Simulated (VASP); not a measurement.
Here is a VASP 6.6.1 calculation.

The input POSCAR:

```
InAs
1.0
    0.0000000000      2.9772112161      2.9772112161
    2.9772112161      0.0000000000      2.9772112161
    2.9772112161      2.9772112161      0.0000000000
In As
1 1
Direct
    0.0000000000      0.0000000000      0.0000000000
    0.7500000000      0.7500000000      0.7500000000
```

File INCAR.step1:

```
  PREC = Accurate
  ENCUT = 440
  EDIFF = 1E-5
  ISMEAR = -1
  SIGMA = 0.05
  LREAL = F
  LASPH = T
  NELM = 120
  ALGO = Normal
  ISIF = 2
  LWAVE = T
  GGA = PE
  NBANDS = 21
  GGA_COMPAT = F
```

File INCAR.step2:

```
  PREC = Accurate
  ENCUT = 440
  EDIFF = 1E-6
  ISMEAR = -1
  SIGMA = 0.05
  LREAL = F
  LASPH = T
  NELM = 120
  ALGO = Normal
  ISIF = 2
  LWAVE = F
  LCHARG = T
  METAGGA = R2SCAN
  LHFCALC = T
  AEXX = 0.5
  LMIXTAU = T
  PRECFOCK = Normal
  LELF = T
  LVHAR = T
  ISTART = 1
  NBANDS = 21
  GGA_COMPAT = F
```

KPOINTS

```
Automatic mesh
0
Gamma
  4 4 4
```

Potentials or basis: VASP PAW PBE potentials, release 64 (In_d, As_d).

The run is started by

```bash
$ cat potpaw_PBE.64/In_d/POTCAR potpaw_PBE.64/As_d/POTCAR > POTCAR
$ cp INCAR.step1 INCAR
$ mpirun -np 1 vasp_std > vasp.out
$ cp INCAR.step2 INCAR
$ mpirun -np 1 vasp_std > vasp.out
```

(1) Estimate the band gap on the k mesh.

(2) What does it give for the pressure?

## Answers

(1) 3.17 eV.

(2) 3.0 GPa.

Caveat: the k points lie up to 0.46 Å⁻¹ apart; the PAW data sets were made with another functional, which shifts forces and pressure a little; spin-orbit coupling is left out, which moves the levels of the heavy elements.
